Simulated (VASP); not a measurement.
# YPdF5 (I-4m2) in VASP: a series of runs

YPdF5 is run at these levels: PBE; tasks: single point, relaxation of cell and atoms.

Program: VASP 6.6.1. These are calculated values, not measurements. Logs are shortened: lines on timing, memory, paths and dates and some standing lists are left out, and cuts for length are marked.

## Step 1: The cell of the first run

It takes space group I-4m2 (No. 119, tetragonal). The conventional cell has a = 5.560 Å, b = 5.560 Å, c = 5.648 Å, α = 90.00°, β = 90.00°, γ = 90.00°. Y (site symmetry -4m2) has 12 F at 2.43 to 3.12 Å and 2 Pd at 2.82 Å within 3.2 Å. Within 3.2 Å of Pd (site symmetry -4m2) lie 12 F at 2.43 to 3.12 Å and 2 Y at 2.82 Å. Within 2.9 Å of F (site symmetry 2) lie 5 F at 2.23 to 2.87 Å and 2 Pd at 2.43 Å and 2 Y at 2.43 Å. F (site symmetry -4m2) has 4 F at 2.23 Å within 2.9 Å.

The cell was generated, and may not be a known phase.

## Step 2: Single point, PBE

INCAR

```
SYSTEM = YPdF5
ALGO     = Normal         ! electronic algorithm
EDIFF    = 1E-7           ! SCF threshold, eV
ENCUT    = 520            ! plane-wave cutoff, eV
GGA      = PE             ! functional
ISIF     = 2              ! what is computed and relaxed
ISMEAR   = 0              ! smearing method
LASPH    = .True.         ! aspherical terms in the spheres
LCHARG   = .False.        ! write CHGCAR
LREAL    = .False.        ! projectors in reciprocal space
LWAVE    = .False.        ! write WAVECAR
NBANDS   = 37             ! bands
NELM     = 60             ! most SCF steps
PREC     = Accurate       ! precision mode
SIGMA    = 0.1            ! smearing width, eV
```

KPOINTS

```
k-points
0
Gamma
  4 4 4
  0 0 0
```

POSCAR

```
YPdF5
1.0
   -2.7801840571      2.7801840571      2.8241767860
    2.7801840571     -2.7801840571      2.8241767860
    2.7801840571      2.7801840571     -2.8241767860
Y Pd F
1 1 5
Direct
    0.2500000000      0.7500000000      0.5000000000
    0.7500000000      0.2500000000      0.5000000000
    0.2835633914      0.2835633914      0.5671267828
    0.7164366086      0.7164366086      0.4328732172
    0.7164366086      0.2835633914      0.0000000000
    0.2835633914      0.7164366086      0.0000000000
    0.0000000000      0.0000000000      0.0000000000
```

Potentials or basis: VASP PAW PBE potentials, release 64 (Y_sv, Pd, F).

The run is started by

```console
cat potpaw_PBE.64/Y_sv/POTCAR potpaw_PBE.64/Pd/POTCAR potpaw_PBE.64/F/POTCAR > POTCAR
mpirun -np 1 vasp_std > vasp.out
```

OUTCAR:

```text
SYSTEM = YPdF5
   EDIFF = 1E-7
   ENCUT = 520
   GGA = PE
   ISIF = 2
   ISMEAR = 0
   LASPH = .True.
   LREAL = .False.
   NELM = 60
   PREC = Accurate

 ion  position               nearest neighbor table
   1  0.250  0.750  0.500-   5 2.43   3 2.43   4 2.43   6 2.43   6 2.43   5 2.43   4 2.43   3 2.43
                             2 2.82   2 2.82   7 3.12   7 3.12   7 3.12   7 3.12
   2  0.750  0.250  0.500-   6 2.43   3 2.43   4 2.43   5 2.43   5 2.43   6 2.43   4 2.43   3 2.43
                             1 2.82   1 2.82
   3  0.284  0.284  0.567-   1 2.43   2 2.43   1 2.43   2 2.43
   4  0.716  0.716  0.433-   1 2.43   2 2.43   1 2.43   2 2.43
   5  0.716  0.284  0.000-   1 2.43   2 2.43   2 2.43   1 2.43
   6  0.284  0.716  0.000-   2 2.43   1 2.43   1 2.43   2 2.43
   7  0.000  0.000  0.000-   1 3.12   1 3.12   1 3.12   1 3.12

  LATTYP: Found a body centered tetragonal cell.
 ALAT       =     5.5603681142
 C/A-ratio  =     1.0158236750

  Lattice vectors:

 A1 = (  -2.7801840571,   2.7801840571,   2.8241767860)
 A2 = (   2.7801840571,  -2.7801840571,   2.8241767860)
 A3 = (   2.7801840571,   2.7801840571,  -2.8241767860)

Analysis of symmetry for initial positions (statically):
=====================================================================
 Subroutine PRICEL returns:
 Original cell was already a primitive cell.

 Routine SETGRP: Setting up the symmetry group for a
 body centered tetragonal supercell.

 Subroutine GETGRP returns: Found  8 space group operations
 (whereof  8 operations were pure point group operations)
 out of a pool of 16 trial point group operations.

The static configuration has the point symmetry D_2d.

Analysis of symmetry for dynamics (positions and initial velocities):
=====================================================================
 Subroutine PRICEL returns:
 Original cell was already a primitive cell.

 Routine SETGRP: Setting up the symmetry group for a
 body centered tetragonal supercell.

 Subroutine GETGRP returns: Found  8 space group operations
 (whereof  8 operations were pure point group operations)
 out of a pool of 16 trial point group operations.

The dynamic configuration has the point symmetry D_2d.

 Subroutine INISYM returns: Found  8 space group operations
 (whereof  8 operations are pure point group operations),
 and found     1 'primitive' translations

----------------------------------------------------------------------------------------

                                     Primitive cell

  volume of cell :      87.3170

  direct lattice vectors                    reciprocal lattice vectors
    -2.780184057  2.780184057  2.824176786     0.000000000  0.179844208  0.177042741
     2.780184057 -2.780184057  2.824176786     0.179844208  0.000000000  0.177042741
     2.780184057  2.780184057 -2.824176786     0.179844208  0.179844208  0.000000000

  length of vectors
     4.840952520  4.840952520  4.840952520     0.252364957  0.252364957  0.254338118

  position of ions in fractional coordinates (direct lattice)
     0.250000000  0.750000000  0.500000000
     0.750000000  0.250000000  0.500000000
     0.283563391  0.283563391  0.567126783
     0.716436609  0.716436609  0.432873217
     0.716436609  0.283563391  0.000000000
     0.283563391  0.716436609  0.000000000
     0.000000000  0.000000000  0.000000000

  ion indices of the primitive-cell ions
   primitive index   ion index
                 1           1
                 2           2
                 3           3
                 4           4
                 5           5
                 6           6
                 7           7

----------------------------------------------------------------------------------------

 KPOINTS: k-points

Automatic generation of k-mesh.
 Grid dimensions read from file:
 generate k-points for:    4    4    4

 Generating k-lattice:

  Cartesian coordinates                     Fractional coordinates (reciprocal lattice)
     0.000000000  0.044961052  0.044260685     0.250000000  0.000000000  0.000000000
     0.044961052  0.000000000  0.044260685     0.000000000  0.250000000  0.000000000
     0.044961052  0.044961052  0.000000000     0.000000000  0.000000000  0.250000000

  Length of vectors
     0.063091239  0.063091239  0.063584530

  Shift w.r.t. Gamma in fractional coordinates (k-lattice)
     0.000000000  0.000000000  0.000000000

 Subroutine IBZKPT returns following result:
 ===========================================

 Found     13 irreducible k-points:

 Following reciprocal coordinates:
            Coordinates               Weight
  0.000000  0.000000  0.000000      1.000000
  0.250000  0.000000 -0.000000      8.000000
  0.500000  0.000000 -0.000000      4.000000
  0.250000  0.250000 -0.000000      8.000000
  0.500000  0.250000 -0.000000     16.000000
 -0.250000  0.250000  0.000000      4.000000
  0.500000  0.500000 -0.000000      2.000000
  0.250000  0.250000  0.250000      2.000000
 -0.250000  0.250000  0.250000      4.000000
  0.500000  0.500000  0.250000      4.000000
 -0.250000  0.500000  0.250000      8.000000
 -0.250000 -0.250000  0.250000      2.000000
  0.500000  0.500000  0.500000      1.000000
   k-points           NKPTS =     13   k-points in BZ     NKDIM =     13   number of bands    NBANDS=     37
   number of dos      NEDOS =    301   number of ions     NIONS =      7
   total plane-waves  NPLWV =  46656
   dimension x,y,z NGX =    36 NGY =   36 NGZ =   36
   dimension x,y,z NGXF=    72 NGYF=   72 NGZF=   72
   ions per type =               1   1   5
   NGX,Y,Z   is equivalent  to a cutoff of  12.36, 12.36, 12.36 a.u.
   NGXF,Y,Z  is equivalent  to a cutoff of  24.73, 24.73, 24.73 a.u.
 SYSTEM =  YPdF5
   PREC   = accura    normal or accurate (medium, high low for compatibility)
   ISTART =      0    job   : 0-new  1-cont  2-samecut
   ICHARG =      2    charge: 1-file 2-atom 10-const
   ISPIN  =      1    spin polarized calculation?
   LNONCOLLINEAR =      F non collinear calculations
   LSORBIT =      F    spin-orbit coupling
   LASPH  =      T    aspherical Exc in radial PAW
   ENCUT  =  520.0 eV  38.22 Ry    6.18 a.u.   9.00  9.00  9.00*2*pi/ulx,y,z
   NELM   =     60;   NELMIN=  2; NELMDL= -5     # of ELM steps
   EDIFF  = 0.1E-06   stopping-criterion for ELM
   LREAL  =      F    real-space projection
   EDIFFG = 0.1E-05   stopping-criterion for IOM
   NSW    =      0    number of steps for IOM
   IBRION =     -1    ionic relax: 0-MD 1-quasi-New 2-CG
   NFREE  =      0    steps in history (QN), initial steepest desc. (CG)
   ISIF   =      2    stress and relaxation
   ISYM   =      2    0-nonsym 1-usesym 2-fastsym
   POTIM  = 0.5000    time-step for ionic-motion
   TEBEG  =    0.0;   TEEND  =   0.0 temperature during run
   PSTRESS=    0.0 pullay stress
   NELECT =      56.0000    total number of electrons
   NUPDOWN=      -1.0000    fix difference up-down
   EMIN   =  10.00;   EMAX   =-10.00  energy-range for DOS
   EFERMI =   0.00;   METHOD = LEGACY
   ISMEAR =     0;   SIGMA  =   0.10  broadening in eV -4-tet -1-fermi 0-gaus
   EFERMI_NEDOS =   21; number of points for ismear=-14 and -15
   IALGO  =     38    algorithm
   IMIX   =      4    mixing-type and parameters
     AMIX     =   0.40;   BMIX     =  1.00
     AMIX_MAG =   1.60;   BMIX_MAG =  1.00
  volume/ion in A,a.u.               =      12.47        84.18
  Fermi-wavevector in a.u.,A,eV,Ry     =   1.411794  2.667903 27.118601  1.993161
  Thomas-Fermi vector in A             =   2.533608
   LORBIT       =      0    0 simple, 1 ext, 2 COOP (PROOUT), +10 PAW based schemes
   GGA     = PE    functional components
   LHFCALC =     F    Hartree Fock is set to
   AEXX    =    0.0000 exact exchange contribution
   IVDW    =     0    specifies the selected vdW correction
   LEPSILON=     F    determine dielectric tensor
   LRPA    =     F    only Hartree local field effects (RPA)
 non-spin polarized calculation
 Gauss-broadening in eV      SIGMA  =   0.10
  energy-cutoff  :      520.00
  volume of cell :       87.32
 maximum number of plane-waves:      2374
   NGX = 17   NGY = 17   NGZ = 17

 number of electron      56.0000019 magnetization

 Free energy of the ion-electron system (eV)
  ---------------------------------------------------
  ext. energy  EPLUGINS =         0.00000000
  ---------------------------------------------------
  free energy    TOTEN  =       -34.88659899 eV

  energy without entropy =      -34.84103981  energy(sigma->0) =      -34.86381940

 E-fermi :   1.9947     XC(G=0): -10.6279

 val. band max:        1.9769341244   @ k =   0.5000   0.2500  -0.0000
 cond. band min:       2.0255297648   @ k =   0.5000   0.5000   0.2500
 fundamental gap:      0.0485956404
 Fermi energy:         1.9947305749

 k-point     1 :       0.0000    0.0000    0.0000
  band No.  band energies     occupation
      1     -40.0028      2.00000
      2     -20.5596      2.00000
      3     -20.0523      2.00000
      4     -20.0397      2.00000
      5     -20.0397      2.00000
      6     -19.7392      2.00000
[... 29 lines left out ...]
     36      13.3146      0.00000
     37      13.5341      0.00000

 k-point     2 :       0.2500    0.0000   -0.0000
  band No.  band energies     occupation
      1     -40.0010      2.00000
      2     -20.9087      2.00000
      3     -20.4031      2.00000
      4     -20.2201      2.00000
      5     -19.9453      2.00000
      6     -19.7790      2.00000
[... 29 lines left out ...]
     36      11.1599      0.00000
     37      14.0037      0.00000
[... 398 lines left out ...]
     36      10.9471      0.00000
     37      13.2178      0.00000

 k-point    13 :       0.5000    0.5000    0.5000
  band No.  band energies     occupation
      1     -39.9979      2.00000
      2     -21.2049      2.00000
      3     -20.9545      2.00000
      4     -20.9545      2.00000
      5     -19.5027      2.00000
      6     -18.9909      2.00000
[... 29 lines left out ...]
     36      10.8730      0.00000
     37      11.7345      0.00000

------------------------ aborting loop because EDIFF is reached ----------------------------------------

  FORCE on cell =-STRESS in cart. coord.  units (eV):
  Direction    XX          YY          ZZ          XY          YZ          ZX
  --------------------------------------------------------------------------------------
  -------------------------------------------------------------------------------------
  Total       -0.1095017     -0.1095017     -0.2116175      0.0000000     -0.0000000      0.0000000
  in kB       -2.0092439     -2.0092439     -3.8829622      0.0000000     -0.0000000      0.0000000
  external PRESSURE =      -2.6338167 kB  Pullay stress =       0.0000000 kB

 VOLUME and BASIS-vectors are now :
 -----------------------------------------------------------------------------
  energy-cutoff  :      520.00
  volume of cell :       87.32
      direct lattice vectors                 reciprocal lattice vectors
    -2.780184057  2.780184057  2.824176786     0.000000000  0.179844208  0.177042741
     2.780184057 -2.780184057  2.824176786     0.179844208  0.000000000  0.177042741
     2.780184057  2.780184057 -2.824176786     0.179844208  0.179844208  0.000000000

 POSITION                                       TOTAL-FORCE (eV/Angst)
 -----------------------------------------------------------------------------------
      2.78018     -0.00000      1.41209         0.000000      0.000000     -0.000000
     -0.00000      2.78018      1.41209         0.000000      0.000000     -0.000000
      1.57672      1.57672      0.00000         0.007032      0.007032      0.000000
      1.20347      1.20347      2.82418        -0.007032     -0.007032     -0.000000
     -1.20347      1.20347      2.82418         0.007032     -0.007032     -0.000000
      1.20347     -1.20347      2.82418        -0.007032      0.007032     -0.000000
      0.00000      0.00000      0.00000         0.000000      0.000000     -0.000000
 -----------------------------------------------------------------------------------
    total drift:                                0.000000     -0.000000      0.000000

  FREE ENERGIE OF THE ION-ELECTRON SYSTEM (eV)
  ---------------------------------------------------
  free  energy   TOTEN  =       -34.8865989927 eV

  energy  without entropy=      -34.8410398126  energy(sigma->0) =      -34.86381940
```

It took 81 s on 1 thread of Intel Xeon Platinum 8259CL at 2.50GHz (Skylake/Cascade Lake), shared host; peak memory 0.23 GiB.

What came out:

```
Free energy            : -34.8866 eV
Pressure               : -0.3 GPa
Largest force          : 0.010 eV/Å
Band gap on the k mesh : zero (bands 28 and 29 overlap by 0.45 eV)
```

Forces on the atoms (eV/Å):
```
Y    0.000  0.000  0.000
Pd   0.000  0.000  0.000
F    0.007  0.007  0.000
F   -0.007 -0.007  0.000
F    0.007 -0.007  0.000
F   -0.007  0.007  0.000
F    0.000  0.000  0.000
```

Stress tensor (GPa, compression positive):
```
-0.20  0.00  0.00
 0.00 -0.20  0.00
 0.00  0.00 -0.39
```

Levels at points of the mesh, in eV from the Fermi level:
| k point | band 26 | band 27 | band 28 | band 29 | band 30 | band 31 |
| --- | --- | --- | --- | --- | --- | --- |
| (0.00, 0.00, 0.00) | -0.83 | -0.60 | -0.19 | -0.19 | 2.58 | 4.98 |
| (0.50, 0.00, 0.00) | -0.61 | -0.41 | 0.07 | 0.35 | 3.81 | 5.19 |
| (0.50, 0.50, 0.00) | -0.54 | -0.15 | -0.08 | 0.27 | 4.28 | 5.28 |
| (0.50, 0.50, 0.50) | -0.34 | 0.27 | 0.27 | 0.44 | 4.94 | 5.37 |

Caveat: the k points lie up to 0.40 Å⁻¹ apart.

[end of part 1 of 2]

The gap in the log of VASP goes by the Fermi energy; the results here count the filled bands.